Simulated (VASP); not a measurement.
# TiSi2 (Cmcm) in VASP: single point with r2SCAN

Aim: the single point of TiSi2 with r2SCAN.

Program: VASP 6.6.1. These are calculated values, not measurements. Logs are shortened: lines on timing, memory, paths and dates and some standing lists are left out, and cuts for length are marked.

## 1. The cell of the first run

Symmetry: Cmcm, No. 63, orthorhombic system. The conventional cell has a = 3.528 Å, b = 13.512 Å, c = 3.565 Å, α = 90.00°, β = 90.00°, γ = 90.00°. Within 3.6 Å of Ti (site symmetry m2m) lie 10 Si at 2.58 to 2.81 Å and 6 Ti at 3.31 to 3.56 Å. Within 3.2 Å of Si (site symmetry m2m) lie 6 Si at 2.38 to 3.15 Å and 6 Ti at 2.58 to 2.81 Å. Within 3.3 Å of Si (site symmetry m2m) lie 8 Si at 2.51 to 3.15 Å and 4 Ti at 2.66 to 2.67 Å.

## 2. Single point, r2SCAN

POSCAR reads:

```
TiSi2
1.0
    1.7639600356     -6.7559742189      0.0000000000
    1.7639600356      6.7559742189      0.0000000000
    0.0000000000      0.0000000000      3.5649835204
Ti Si
2 4
Direct
    0.8968352331      0.1031647669      0.7500000000
    0.1031647669      0.8968352331      0.2500000000
    0.5583003956      0.4416996044      0.7500000000
    0.4416996044      0.5583003956      0.2500000000
    0.2498142479      0.7501857521      0.7500000000
    0.7501857521      0.2498142479      0.2500000000
```

INCAR.step1 reads:

```
PREC = Accurate
ENCUT = 520
ISMEAR = 0
SIGMA = 0.1
LREAL = F
LASPH = T
NELM = 100
NBANDS = 29
GGA = PE
ALGO = Normal
EDIFF = 1E-4
LWAVE = T
LCHARG = F
```

INCAR.step2 reads:

```
PREC = Accurate
ENCUT = 520
EDIFF = 1E-6
ISMEAR = 0
SIGMA = 0.1
LREAL = F
LASPH = T
NELM = 100
ALGO = Normal
ISIF = 2
LWAVE = F
LCHARG = T
METAGGA = R2SCAN
LMIXTAU = T
LELF = T
LVHAR = T
NBANDS = 29
ISTART = 1
```

KPOINTS reads:

```
regular mesh
0
Gamma
  10 10 10
```

Potentials or basis: VASP PAW PBE potentials, release 64 (Ti_sv, Si).

Launch:

```
cat potpaw_PBE.64/Ti_sv/POTCAR potpaw_PBE.64/Si/POTCAR > POTCAR
cp INCAR.step1 INCAR
mpirun -np 1 vasp_std > vasp.out
cp INCAR.step2 INCAR
mpirun -np 1 vasp_std > vasp.out
```

OUTCAR:

```text
PREC = Accurate
   ENCUT = 520
   EDIFF = 1E-6
   ISMEAR = 0
   LREAL = F
   LASPH = T
   NELM = 100
   ISIF = 2
   METAGGA = R2SCAN
   ISTART = 1

 ion  position               nearest neighbor table
   1  0.897  0.103  0.750-   4 2.58   4 2.58   4 2.58   4 2.58   5 2.66   5 2.66   6 2.67   6 2.67
                             3 2.81   3 2.81
   2  0.103  0.897  0.250-   3 2.58   3 2.58   3 2.58   3 2.58   6 2.66   6 2.66   5 2.67   5 2.67
                             4 2.81   4 2.81
   3  0.558  0.442  0.750-   4 2.38   4 2.38   2 2.58   2 2.58   2 2.58   2 2.58   1 2.81   1 2.81
                             5 3.13   5 3.13   6 3.15   6 3.15
   4  0.442  0.558  0.250-   3 2.38   3 2.38   1 2.58   1 2.58   1 2.58   1 2.58   2 2.81   2 2.81
                             6 3.13   6 3.13   5 3.15   5 3.15
   5  0.250  0.750  0.750-   6 2.51   6 2.51   6 2.51   6 2.51   1 2.66   1 2.66   2 2.67   2 2.67
                             3 3.13   3 3.13   4 3.15   4 3.15
   6  0.750  0.250  0.250-   5 2.51   5 2.51   5 2.51   5 2.51   2 2.66   2 2.66   1 2.67   1 2.67
                             4 3.13   4 3.13   3 3.15   3 3.15

  LATTYP: Found a base centered orthorhombic cell.
 ALAT       =     3.5279200712
 B/A-ratio  =     3.8300041285
 C/A-ratio  =     1.0105057508

  Lattice vectors:

 A1 = (   1.7639600356,  -6.7559742189,   0.0000000000)
 A2 = (   1.7639600356,   6.7559742189,   0.0000000000)
 A3 = (   0.0000000000,   0.0000000000,   3.5649835204)

Analysis of symmetry for initial positions (statically):
=====================================================================
 Subroutine PRICEL returns:
 Original cell was already a primitive cell.

 Routine SETGRP: Setting up the symmetry group for a
 base centered orthorhombic supercell.

 Subroutine GETGRP returns: Found  8 space group operations
 (whereof  4 operations were pure point group operations)
 out of a pool of  8 trial point group operations.

The static configuration has the point symmetry C_2h.
 The point group associated with its full space group is D_2h.

Analysis of symmetry for dynamics (positions and initial velocities):
=====================================================================
 Subroutine PRICEL returns:
 Original cell was already a primitive cell.

 Routine SETGRP: Setting up the symmetry group for a
 base centered orthorhombic supercell.

 Subroutine GETGRP returns: Found  8 space group operations
 (whereof  4 operations were pure point group operations)
 out of a pool of  8 trial point group operations.

The dynamic configuration has the point symmetry C_2h.
 The point group associated with its full space group is D_2h.

 Subroutine INISYM returns: Found  8 space group operations
 (whereof  4 operations are pure point group operations),
 and found     1 'primitive' translations

----------------------------------------------------------------------------------------

                                     Primitive cell

  volume of cell :      84.9697

  direct lattice vectors                    reciprocal lattice vectors
     1.763960036 -6.755974219  0.000000000     0.283453134 -0.074008571  0.000000000
     1.763960036  6.755974219  0.000000000     0.283453134  0.074008571  0.000000000
     0.000000000  0.000000000  3.564983520     0.000000000  0.000000000  0.280506206

  length of vectors
     6.982459642  6.982459642  3.564983520     0.292955539  0.292955539  0.280506206

  position of ions in fractional coordinates (direct lattice)
     0.896835233  0.103164767  0.750000000
     0.103164767  0.896835233  0.250000000
     0.558300396  0.441699604  0.750000000
     0.441699604  0.558300396  0.250000000
     0.249814248  0.750185752  0.750000000
     0.750185752  0.249814248  0.250000000

  ion indices of the primitive-cell ions
   primitive index   ion index
                 1           1
                 2           2
                 3           3
                 4           4
                 5           5
                 6           6

----------------------------------------------------------------------------------------

 KPOINTS: regular mesh

Automatic generation of k-mesh.
 Grid dimensions read from file:
 generate k-points for:   10   10   10

 Generating k-lattice:

  Cartesian coordinates                     Fractional coordinates (reciprocal lattice)
     0.028345313 -0.007400857  0.000000000     0.100000000  0.000000000  0.000000000
     0.028345313  0.007400857  0.000000000     0.000000000  0.100000000  0.000000000
     0.000000000  0.000000000  0.028050621     0.000000000  0.000000000  0.100000000

  Length of vectors
     0.029295554  0.029295554  0.028050621

  Shift w.r.t. Gamma in fractional coordinates (k-lattice)
     0.000000000  0.000000000  0.000000000

 Subroutine IBZKPT returns following result:
 ===========================================

 Found    186 irreducible k-points:

 Following reciprocal coordinates:
            Coordinates               Weight
  0.000000  0.000000  0.000000      1.000000
  0.100000  0.000000  0.000000      4.000000
  0.200000  0.000000  0.000000      4.000000
  0.300000 -0.000000  0.000000      4.000000
  0.400000 -0.000000  0.000000      4.000000
  0.500000 -0.000000  0.000000      2.000000
[... 16 lines left out ...]
  0.300000  0.300000  0.000000      2.000000
  0.400000  0.300000  0.000000      4.000000
 [... further k-points ...]
   k-points           NKPTS =    186   k-points in BZ     NKDIM =    186   number of bands    NBANDS=     29
   number of dos      NEDOS =    301   number of ions     NIONS =      6
   total plane-waves  NPLWV =  81648
   dimension x,y,z NGX =    54 NGY =   54 NGZ =   28
   dimension x,y,z NGXF=   108 NGYF=  108 NGZF=   56
   ions per type =               2   4
   NGX,Y,Z   is equivalent  to a cutoff of  12.86, 12.86, 13.06 a.u.
   NGXF,Y,Z  is equivalent  to a cutoff of  25.71, 25.71, 26.11 a.u.
 SYSTEM =  unknown system
   PREC   = accura    normal or accurate (medium, high low for compatibility)
   ISTART =      1    job   : 0-new  1-cont  2-samecut
   ICHARG =      0    charge: 1-file 2-atom 10-const
   ISPIN  =      1    spin polarized calculation?
   LNONCOLLINEAR =      F non collinear calculations
   LSORBIT =      F    spin-orbit coupling
   LASPH  =      T    aspherical Exc in radial PAW
   ENCUT  =  520.0 eV  38.22 Ry    6.18 a.u.  12.98 12.98  6.63*2*pi/ulx,y,z
   NELM   =    100;   NELMIN=  2; NELMDL=  0     # of ELM steps
   EDIFF  = 0.1E-05   stopping-criterion for ELM
   LREAL  =      F    real-space projection
   EDIFFG = 0.1E-04   stopping-criterion for IOM
   NSW    =      0    number of steps for IOM
   IBRION =     -1    ionic relax: 0-MD 1-quasi-New 2-CG
   NFREE  =      0    steps in history (QN), initial steepest desc. (CG)
   ISIF   =      2    stress and relaxation
   ISYM   =      2    0-nonsym 1-usesym 2-fastsym
   POTIM  = 0.5000    time-step for ionic-motion
   TEBEG  =    0.0;   TEEND  =   0.0 temperature during run
   PSTRESS=    0.0 pullay stress
   NELECT =      40.0000    total number of electrons
   NUPDOWN=      -1.0000    fix difference up-down
   EMIN   =  10.00;   EMAX   =-10.00  energy-range for DOS
   EFERMI =   0.00;   METHOD = LEGACY
   ISMEAR =     0;   SIGMA  =   0.10  broadening in eV -4-tet -1-fermi 0-gaus
   EFERMI_NEDOS =   21; number of points for ismear=-14 and -15
   IALGO  =     38    algorithm
   IMIX   =      4    mixing-type and parameters
     AMIX     =   0.40;   BMIX     =  1.00
     AMIX_MAG =   1.60;   BMIX_MAG =  1.00
  volume/ion in A,a.u.               =      14.16        95.57
  Fermi-wavevector in a.u.,A,eV,Ry     =   1.273523  2.406609 22.066751  1.621860
  Thomas-Fermi vector in A             =   2.406342
   LORBIT       =      0    0 simple, 1 ext, 2 COOP (PROOUT), +10 PAW based schemes
   METAGGA = R2SCAN    functional components
   LHFCALC =     F    Hartree Fock is set to
   AEXX    =    0.0000 exact exchange contribution
   IVDW    =     0    specifies the selected vdW correction
   LEPSILON=     F    determine dielectric tensor
   LRPA    =     F    only Hartree local field effects (RPA)
 non-spin polarized calculation
 Gauss-broadening in eV      SIGMA  =   0.10
  energy-cutoff  :      520.00
  volume of cell :       84.97
 maximum number of plane-waves:      2315
 NGX is ok and might be reduce to    54
   NGX = 25   NGY = 25   NGZ = 13

 number of electron      40.0000005 magnetization

 Free energy of the ion-electron system (eV)
  ---------------------------------------------------
  ext. energy  EPLUGINS =         0.00000000
  ---------------------------------------------------
  free energy    TOTEN  =       -64.27400626 eV

  energy without entropy =      -64.26752183  energy(sigma->0) =      -64.27076405

 E-fermi :  10.6188     XC(G=0): -12.4422

 val. band max:       10.6163700524   @ k =   0.5000   0.2000   0.0000
 cond. band min:      10.6200965212   @ k =  -0.3000   0.3000   0.1000
 fundamental gap:      0.0037264687
 Fermi energy:        10.6187617924

 k-point     1 :       0.0000    0.0000    0.0000
  band No.  band energies     occupation
      1     -48.5833      2.00000
      2     -48.5734      2.00000
      3     -23.9013      2.00000
      4     -23.8536      2.00000
      5     -23.8489      2.00000
      6     -23.8395      2.00000
[... 21 lines left out ...]
     28      13.7668      0.00000
     29      13.9520      0.00000

 k-point     2 :       0.1000    0.0000    0.0000
  band No.  band energies     occupation
      1     -48.5829      2.00000
      2     -48.5730      2.00000
      3     -23.8999      2.00000
      4     -23.8614      2.00000
      5     -23.8481      2.00000
      6     -23.8466      2.00000
[... 21 lines left out ...]
     28      13.8566      0.00000
     29      13.9982      0.00000

 k-point     3 :       0.2000    0.0000    0.0000
  band No.  band energies     occupation
      1     -48.5816      2.00000
      2     -48.5719      2.00000
      3     -23.8962      2.00000
      4     -23.8819      2.00000
      5     -23.8651      2.00000
      6     -23.8460      2.00000
[... 638 lines left out ...]
      5     -23.8858      2.00000
      6     -23.8413      2.00000
[... 21 lines left out ...]
     28      13.9572      0.00000
     29      14.1513      0.00000

 k-point    24 :       0.4000    0.3000    0.0000
  band No.  band energies     occupation
      1     -48.5801      2.00000
      2     -48.5706      2.00000
      3     -23.9083      2.00000
      4     -23.8881      2.00000
      5     -23.8872      2.00000
      6     -23.8432      2.00000
[... 21 lines left out ...]
     28      14.1368      0.00000
     29      14.2230      0.00000

 [... further k-points ...]

------------------------ aborting loop because EDIFF is reached ----------------------------------------

  FORCE on cell =-STRESS in cart. coord.  units (eV):
  Direction    XX          YY          ZZ          XY          YZ          ZX
  --------------------------------------------------------------------------------------
  -------------------------------------------------------------------------------------
  Total        0.1520279      0.1957569      0.0940551      0.0000000      0.0000000      0.0000000
  in kB        2.8666164      3.6911651      1.7734895      0.0000000      0.0000000      0.0000000
  external PRESSURE =       2.7770903 kB  Pullay stress =       0.0000000 kB

 VOLUME and BASIS-vectors are now :
 -----------------------------------------------------------------------------
  energy-cutoff  :      520.00
  volume of cell :       84.97
      direct lattice vectors                 reciprocal lattice vectors
     1.763960036 -6.755974219  0.000000000     0.283453134 -0.074008571  0.000000000
     1.763960036  6.755974219  0.000000000     0.283453134  0.074008571  0.000000000
     0.000000000  0.000000000  3.564983520     0.000000000  0.000000000  0.280506206

 POSITION                                       TOTAL-FORCE (eV/Angst)
 -----------------------------------------------------------------------------------
      1.76396     -5.36202      2.67374         0.000000      0.002865      0.000000
      1.76396      5.36202      0.89125         0.000000     -0.002865     -0.000000
      1.76396     -0.78775      2.67374         0.000000      0.016717     -0.000000
      1.76396      0.78775      0.89125         0.000000     -0.016717     -0.000000
      1.76396      3.38050      2.67374         0.000000     -0.002172     -0.000000
      1.76396     -3.38050      0.89125         0.000000      0.002172      0.000000
 -----------------------------------------------------------------------------------
    total drift:                               -0.000000      0.000000     -0.000000

  FREE ENERGIE OF THE ION-ELECTRON SYSTEM (eV)
  ---------------------------------------------------
  free  energy   TOTEN  =       -64.2740062604 eV

  energy  without entropy=      -64.2675218321  energy(sigma->0) =      -64.27076405
```

Wall time 31 min (1 thread of AMD EPYC 9R45 (Zen 5), shared host); peak memory 0.52 GiB.

What came out:

| Item | Value |
| --- | --- |
| Free energy | -64.2740 eV |
| Pressure | 0.3 GPa |
| Largest force | 0.017 eV/Å |
| Band gap on the k mesh | zero (bands 20 and 21 overlap by 1.04 eV) |

Forces in eV/Å, atoms in the order of the input:
```
Ti   0.000  0.003  0.000
Ti   0.000 -0.003  0.000
Si   0.000  0.017  0.000
Si   0.000 -0.017  0.000
Si   0.000 -0.002  0.000
Si   0.000  0.002  0.000
```

Levels at points of the mesh, in eV from the Fermi level:
```csv
k point,band 17,band 18,band 19,band 20,band 21,band 22,band 23,band 24
"(0.00, 0.00, 0.00)",-2.28,-2.22,-2.18,0.48,0.86,0.91,0.96,1.39
"(0.50, 0.00, 0.00)",-1.81,-1.59,-0.66,-0.63,-0.56,1.30,1.63,1.87
"(0.50, 0.50, 0.00)",-2.63,-2.16,-1.21,0.39,0.69,0.79,0.96,1.38
"(0.00, 0.00, 0.50)",-1.70,-1.70,-0.06,-0.06,0.88,0.88,1.52,1.52
"(0.50, 0.00, 0.50)",-3.49,-3.49,-2.63,-2.63,1.94,1.94,2.15,2.15
"(0.50, 0.50, 0.50)",-2.21,-2.21,-0.95,-0.95,0.58,0.58,1.89,1.89
```

Caveat: the PAW data sets were made with another functional, which shifts forces and pressure a little.
